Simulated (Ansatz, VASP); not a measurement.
AlGaN: VASP beside Ansatz

```
Al Ga N
1.0
     5.29104    0.00000    0.00000
     0.00000    5.29104    0.00000
     0.00000    0.00000    4.12143
Al Ga N
2 2 2
Cartesian
  2.6455 0.0000 0.0000
  0.0000 2.6455 2.0607
  2.6455 2.6455 0.0000
  2.6455 2.6455 2.0607
  0.0000 2.6455 0.0000
  2.6455 0.0000 2.0607
```

Alike in both runs: task relaxation of cell and atoms; functional PBE; k mesh 8 × 8 × 10; occupations gaussian, width 0.1 eV; no spin polarisation.

```csv
,VASP,Ansatz
version,VASP 6.6.1,Ansatz 0.2.0
potentials or method,"VASP PAW PBE potentials, release 64 (Al, Ga_d, N), cutoff 600 eV","scalar-relativistic, plane waves, PAW"
valence electrons in the cell,42,42
```

VASP gave:

```
gap on the k mesh at the Fermi level, each at its own relaxed structure (eV)  : none
relaxed volume (Å³/atom)                                                      : 18.99
relaxed length of the cell vector where the two differ most in proportion (Å) : 5.235
```

Question: Estimate Ansatz's values.

Answer: gap on the k mesh at the Fermi level, each at its own relaxed structure (eV): none; relaxed volume (Å³/atom): 19.06; relaxed length of the cell vector where the two differ most in proportion (Å): 5.249.

A gap of «none» marks a metal or a gap that the smearing closes.
